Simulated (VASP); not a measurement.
# Zn7Se8 (a cell with a defect) in VASP: further runs, part 2 of 3

VASP 6.6.1. Earlier steps stand in the parts before.

## (4) Single point, PBE

The input, INCAR:

```
SYSTEM = Zn7Se8
ALGO = Normal ; EDIFF = 1E-7
ENCUT = 520 ; GGA = PE
ISIF = 2 ; ISMEAR = 0
LASPH = .TRUE. ; LCHARG = .FALSE.
LREAL = Auto ; LWAVE = .FALSE.
NBANDS = 79 ; NELECT = 134.0
NELM = 60 ; PREC = Accurate
SIGMA = 0.02
```

The input, KPOINTS:

```
k-points
0
G
  2 2 2
  0 0 0
```

The input, POSCAR:

```
Zn7Se8
1.0
    0.0000000000      5.7317611763     -5.7317611763
    5.7317611763      5.7317611763      0.0000000000
    5.7317611763      0.0000000000     -5.7317611763
Zn Se
7 8
Direct
    0.4861447318      0.5138552374     -0.0138551656
    1.0138551348      0.5138552374     -0.0138551656
    1.0138551348     -0.0138551656     -0.0138551656
    0.4861447318      0.5138552374      0.5138552374
    0.4861447318     -0.0138551656      0.5138552374
    1.0000000565      0.4999999846      0.4999999846
    1.0138551348     -0.0138551656      0.5138552374
    0.3775403290      0.3741532374      0.3741532374
    0.3811359952      0.8811360670      0.3565918811
    0.8741531348      0.3741532374      0.3741532374
    0.8741531348      0.8775404008      0.3741532374
    0.3811359952      0.3565918811      0.8811360670
    0.3811359952      0.8811360670      0.8811360670
    0.8741531348      0.3741532374      0.8775404008
    0.8565917785      0.8811360670      0.8811360670
```

Potentials or basis: VASP PAW PBE potentials, release 64 (Zn, Se).

The run is started by

```
$ cat potpaw_PBE.64/Zn/POTCAR potpaw_PBE.64/Se/POTCAR > POTCAR
$ mpirun -np 1 vasp_std > vasp.out
```

OUTCAR:

```text
SYSTEM = Zn7Se8
   EDIFF = 1E-7
   ENCUT = 520
   GGA = PE
   ISIF = 2
   ISMEAR = 0
   LASPH = .TRUE.
   LREAL = Auto
   NELECT = 134.0
   NELM = 60
   PREC = Accurate

 ion  position               nearest neighbor table
   1  0.486  0.514  0.986-  13 2.44  12 2.44  14 2.57   8 2.57
   2  0.014  0.514  0.986-  15 2.44  12 2.44  10 2.57  14 2.57
   3  0.014  0.986  0.986-  13 2.44  15 2.44  14 2.57  11 2.57
   4  0.486  0.514  0.514-   9 2.44  12 2.44   8 2.57  10 2.57
   5  0.486  0.986  0.514-  13 2.44   9 2.44  11 2.57   8 2.57
   6  0.000  0.500  0.500-   8 2.50  10 2.50  11 2.50  14 2.50
   7  0.014  0.986  0.514-  15 2.44   9 2.44  10 2.57  11 2.57
   8  0.378  0.374  0.374-   6 2.50   4 2.57   5 2.57   1 2.57
   9  0.381  0.881  0.357-   4 2.44   5 2.44   7 2.44
  10  0.874  0.374  0.374-   6 2.50   4 2.57   2 2.57   7 2.57
  11  0.874  0.878  0.374-   6 2.50   5 2.57   3 2.57   7 2.57
  12  0.381  0.357  0.881-   4 2.44   1 2.44   2 2.44
  13  0.381  0.881  0.881-   1 2.44   5 2.44   3 2.44
  14  0.874  0.374  0.878-   6 2.50   1 2.57   3 2.57   2 2.57
  15  0.857  0.881  0.881-   2 2.44   7 2.44   3 2.44

  LATTYP: Found a face centered cubic cell.
 ALAT       =    11.4635223526

  Lattice vectors:

 A1 = (   0.0000000000,   5.7317611763,  -5.7317611763)
 A2 = (   5.7317611763,   5.7317611763,   0.0000000000)
 A3 = (   5.7317611763,   0.0000000000,  -5.7317611763)

Analysis of symmetry for initial positions (statically):
=====================================================================
 Subroutine PRICEL returns:
 Original cell was already a primitive cell.

 Routine SETGRP: Setting up the symmetry group for a
 face centered cubic supercell.

 Subroutine GETGRP returns: Found 24 space group operations
 (whereof  4 operations were pure point group operations)
 out of a pool of 48 trial point group operations.

The static configuration has the point symmetry C_2v.
 The point group associated with its full space group is T_d .

Analysis of symmetry for dynamics (positions and initial velocities):
=====================================================================
 Subroutine PRICEL returns:
 Original cell was already a primitive cell.

 Routine SETGRP: Setting up the symmetry group for a
 face centered cubic supercell.

 Subroutine GETGRP returns: Found 24 space group operations
 (whereof  4 operations were pure point group operations)
 out of a pool of 48 trial point group operations.

The dynamic configuration has the point symmetry C_2v.
 The point group associated with its full space group is T_d .

 Subroutine INISYM returns: Found 24 space group operations
 (whereof  4 operations are pure point group operations),
 and found     1 'primitive' translations

----------------------------------------------------------------------------------------

                                     Primitive cell

  volume of cell :     376.6121

  direct lattice vectors                    reciprocal lattice vectors
     0.000000000  5.731761176 -5.731761176    -0.087233223  0.087233223 -0.087233223
[... 74 lines left out ...]
   total plane-waves  NPLWV = 216000
   dimension x,y,z NGX =    60 NGY =   60 NGZ =   60
   dimension x,y,z NGXF=   120 NGYF=  120 NGZF=  120
   ions per type =               7   8
   NGX,Y,Z   is equivalent  to a cutoff of  12.31, 12.31, 12.31 a.u.
   NGXF,Y,Z  is equivalent  to a cutoff of  24.61, 24.61, 24.61 a.u.
 SYSTEM =  Zn7Se8
   PREC   = accura    normal or accurate (medium, high low for compatibility)
   ISTART =      0    job   : 0-new  1-cont  2-samecut
   ICHARG =      2    charge: 1-file 2-atom 10-const
   ISPIN  =      1    spin polarized calculation?
   LNONCOLLINEAR =      F non collinear calculations
   LSORBIT =      F    spin-orbit coupling
   LASPH  =      T    aspherical Exc in radial PAW
   ENCUT  =  520.0 eV  38.22 Ry    6.18 a.u.  15.07 15.07 15.07*2*pi/ulx,y,z
   NELM   =     60;   NELMIN=  2; NELMDL= -5     # of ELM steps
   EDIFF  = 0.1E-06   stopping-criterion for ELM
   LREAL  =      T    real-space projection
   EDIFFG = 0.1E-05   stopping-criterion for IOM
   NSW    =      0    number of steps for IOM
   IBRION =     -1    ionic relax: 0-MD 1-quasi-New 2-CG
   NFREE  =      0    steps in history (QN), initial steepest desc. (CG)
   ISIF   =      2    stress and relaxation
   ISYM   =      2    0-nonsym 1-usesym 2-fastsym
   POTIM  = 0.5000    time-step for ionic-motion
   TEBEG  =    0.0;   TEEND  =   0.0 temperature during run
   PSTRESS=    0.0 pullay stress
   NELECT =     134.0000    total number of electrons
   NUPDOWN=      -1.0000    fix difference up-down
   EMIN   =  10.00;   EMAX   =-10.00  energy-range for DOS
   EFERMI =   0.00;   METHOD = LEGACY
   ISMEAR =     0;   SIGMA  =   0.02  broadening in eV -4-tet -1-fermi 0-gaus
   EFERMI_NEDOS =   21; number of points for ismear=-14 and -15
   IALGO  =     38    algorithm
   IMIX   =      4    mixing-type and parameters
     AMIX     =   0.40;   BMIX     =  1.00
     AMIX_MAG =   1.60;   BMIX_MAG =  1.00
  volume/ion in A,a.u.               =      25.11       169.43
  Fermi-wavevector in a.u.,A,eV,Ry     =   1.160054  2.192185 18.309716  1.345726
  Thomas-Fermi vector in A             =   2.296641
   LORBIT       =      0    0 simple, 1 ext, 2 COOP (PROOUT), +10 PAW based schemes
   GGA     = PE    functional components
   LHFCALC =     F    Hartree Fock is set to
   AEXX    =    0.0000 exact exchange contribution
   IVDW    =     0    specifies the selected vdW correction
   LEPSILON=     F    determine dielectric tensor
   LRPA    =     F    only Hartree local field effects (RPA)
 non-spin polarized calculation
 Gauss-broadening in eV      SIGMA  =   0.02
  energy-cutoff  :      520.00
  volume of cell :      376.61
 maximum number of plane-waves:     10190
   NGX = 31   NGY = 31   NGZ = 31

 number of electron     133.9999961 magnetization

 Free energy of the ion-electron system (eV)
  ---------------------------------------------------
  ext. energy  EPLUGINS =         0.00000000
  ---------------------------------------------------
  free energy    TOTEN  =       -41.59174020 eV

  energy without entropy =      -41.59174020  energy(sigma->0) =      -41.59174020

 E-fermi :   1.3427     XC(G=0):  -9.0213

 val. band max:        1.2510527803   @ k =   0.0000   0.0000   0.0000
 cond. band min:       2.3678405593   @ k =   0.0000   0.0000   0.0000
 fundamental gap:      1.1167877790
 Fermi energy:         1.3427497169

 k-point     1 :       0.0000    0.0000    0.0000
  band No.  band energies     occupation
      1     -11.8170      2.00000
      2     -11.1309      2.00000
      3     -11.1309      2.00000
      4     -11.1309      2.00000
      5     -10.9555      2.00000
      6     -10.7023      2.00000
[... 235 lines left out ...]
     78       6.3380      0.00000
     79       7.0118      0.00000

------------------------ aborting loop because EDIFF is reached ----------------------------------------

  FORCE on cell =-STRESS in cart. coord.  units (eV):
  Direction    XX          YY          ZZ          XY          YZ          ZX
  --------------------------------------------------------------------------------------
  -------------------------------------------------------------------------------------
  Total       11.7257279     11.7257279     11.7257279     -0.0000000      0.0000000      0.0000000
  in kB       49.8834106     49.8834106     49.8834106     -0.0000000      0.0000000      0.0000000
  external PRESSURE =      49.8834106 kB  Pullay stress =       0.0000000 kB

 VOLUME and BASIS-vectors are now :
 -----------------------------------------------------------------------------
  energy-cutoff  :      520.00
  volume of cell :      376.61
      direct lattice vectors                 reciprocal lattice vectors
     0.000000000  5.731761176 -5.731761176    -0.087233223  0.087233223 -0.087233223
     5.731761176  5.731761176  0.000000000     0.087233223  0.087233223  0.087233223
     5.731761176  0.000000000 -5.731761176     0.087233223 -0.087233223 -0.087233223

 POSITION                                       TOTAL-FORCE (eV/Angst)
 -----------------------------------------------------------------------------------
      8.59764      5.73176     -8.43881         0.000000     -0.000000     -0.005015
      8.59764      3.02471     -5.73176         0.000000     -0.005015      0.000000
     11.30469      5.73176     -5.73176         0.005015     -0.000000      0.000000
      5.89059      5.73176     -5.73176        -0.005015     -0.000000      0.000000
      8.59764      8.43881     -5.73176         0.000000      0.005015      0.000000
      5.73176      2.86588     -2.86588        -0.000000     -0.000000      0.000000
      8.59764      5.73176     -3.02471         0.000000     -0.000000      0.005015
      4.28911      4.30853     -4.30853         0.004127     -0.004127      0.004127
      7.09436      7.23504     -4.22848        -0.017968      0.017968      0.017968
      4.28911      7.15499     -7.15499         0.004127      0.004127     -0.004127
      7.17441     10.04029     -7.15499        -0.004127     -0.004127     -0.004127
      7.09436      4.22848     -7.23504        -0.017968     -0.017968     -0.017968
     10.10092      7.23504     -7.23504         0.017968      0.017968     -0.017968
      7.17441      7.15499    -10.04029        -0.004127      0.004127      0.004127
     10.10092      9.96024     -9.96024         0.017968     -0.017968      0.017968
 -----------------------------------------------------------------------------------
    total drift:                                0.001068      0.000699     -0.000644

  FREE ENERGIE OF THE ION-ELECTRON SYSTEM (eV)
  ---------------------------------------------------
  free  energy   TOTEN  =       -41.5917402018 eV

  energy  without entropy=      -41.5917402018  energy(sigma->0) =      -41.59174020
```

Run time: 3 min. Hardware: 1 thread of Intel Xeon Platinum 8488C (Sapphire Rapids), shared host; peak memory 0.49 GiB.

Results:

```
Free energy   : -41.5917 eV
Largest force : 0.031 eV/Å
```

Forces in eV/Å, atoms in the order of the input:
```
Zn   0.000  0.000 -0.005
Zn   0.000 -0.005  0.000
Zn   0.005  0.000  0.000
Zn  -0.005  0.000  0.000
Zn   0.000  0.005  0.000
Zn   0.000  0.000  0.000
Zn   0.000  0.000  0.005
Se   0.004 -0.004  0.004
Se  -0.018  0.018  0.018
Se   0.004  0.004 -0.004
Se  -0.004 -0.004 -0.004
Se  -0.018 -0.018 -0.018
Se   0.018  0.018 -0.018
Se  -0.004  0.004  0.004
Se   0.018 -0.018  0.018
```

Caveat: the k points lie up to 0.47 Å⁻¹ apart; the cell carries a net charge on a neutralising background, which shifts energy and pressure; the cell is charged against a uniform background, so pressure and absolute levels hang on convention.

(Part 2 of 3 ends here.)
